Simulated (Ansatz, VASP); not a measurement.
## Te: VASP beside Ansatz

Contents of POSCAR:

```
Te
1.0
    3.8202894285     -2.1482026000      0.0000000000
    3.8202894285      2.1482026000      0.0000000000
   -0.0942908673      0.0000000000      5.9760906531
Te
3
Direct
    0.6905533900      0.6905533900      0.6611905100
    0.3094466100      0.3094466100      0.3388094900
    0.0000000000      0.0000000000      0.0000000000
```

INCAR.step1

```
ALGO = Normal
EDIFF = 1E-4
ENCUT = 520
GGA = PE
ISMEAR = -1
LASPH = True
LCHARG = False
LREAL = False
LWAVE = True
NBANDS = 16
NELM = 100
PREC = Accurate
SIGMA = 0.08
```

Contents of INCAR.step2:

```
ALGO = Normal
EDIFF = 1E-8
ENCUT = 520
ISIF = 2
ISMEAR = -1
ISTART = 1
LASPH = True
LCHARG = False
LEFG = True
LMIXTAU = True
LREAL = False
LWAVE = False
METAGGA = R2SCAN
NBANDS = 16
NELM = 100
PREC = Accurate
SIGMA = 0.08
```

Contents of KPOINTS:

```
k-points
0
Gamma
  10 10 6
```

Input for Ansatz:

```yaml
crystal:
  lattice:
    - [3.8202894285, -2.1482026, 0.0]
    - [3.8202894285, 2.1482026, 0.0]
    - [-0.0942908673, 0.0, 5.9760906531]
  atoms:
    - { symbol: Te, position: [0.69055339, 0.69055339, 0.66119051] }
    - { symbol: Te, position: [0.30944661, 0.30944661, 0.33880949] }
    - { symbol: Te, position: [0.0, 0.0, 0.0] }
kpoints:
  mp_grid: { grid: [10, 10, 6] }
  band_path:
    path:
      - [0.0, 0.0, 0.0]
      - [-0.3290689649, 0.3290689649, 0.0]
      - [-0.6709310351, -0.3290689649, 0.0]
      - [-0.5, -0.5, 0.0]
      - [0.0, 0.0, 0.0]
      - [-0.5, -0.5, 0.5]
      - [-0.6725256635, -0.3274743365, 0.5]
      - [-0.3274743365, 0.3274743365, 0.5]
      - [0.0, 0.0, 0.5]
    npoints: 8
scf:
  occupations: { method: fermi_dirac, width: 0.08 }
hamiltonian:
  xc: r2scan
  pseudopotentials: { kind: paw }
output:
  forces: true
  stress: true
  eigenvalues: true
  efg: { contact_densities: true }
  populations: true
  bader: true
  dos: { projected: true, de: 0.2, e_range: [-14, 8] }
```

Alike in both runs: task electric field gradients; functional r2SCAN; k mesh 10 × 10 × 6; occupations fermi-dirac, width 0.08 eV; no spin polarisation.

|  | VASP | Ansatz |
| --- | --- | --- |
| version | VASP 6.6.1 | Ansatz 0.2.0 |
| potentials or method | VASP PAW PBE potentials, release 64 (Te) | PAW with Ansatz's default frozen-core files, scalar-relativistic |
| plane-wave cutoff (eV) | 520 | 500 |
| valence electrons in the cell | 18 | 48 |

VASP gave:

- pressure (GPa): 0.0
- traceless stress, the component that is largest in VASP (GPa): 0.25
- rms of the force components (eV/Å): 0.016
- size of Vzz on the site where it differs most (V/Å²): 476.5

Problem. What did Ansatz give for the same quantities?

Solution. Pressure (GPa): 0.1; traceless stress, the component that is largest in VASP (GPa): 0.24; rms of the force components (eV/Å): 0.010; size of Vzz on the site where it differs most (V/Å²): 492.6.

VASP's potentials were made for PBE, not for r2SCAN. Atom by atom the forces differ by 0.006 eV/Å (rms over components). With one functional, cell and mesh, what is left measures potentials, basis and numerics. VASP's potentials hold 18 valence electrons a cell and Ansatz's 48, so a difference there can come from the potentials and not from the codes.

Neither program's run includes spin-orbit coupling.
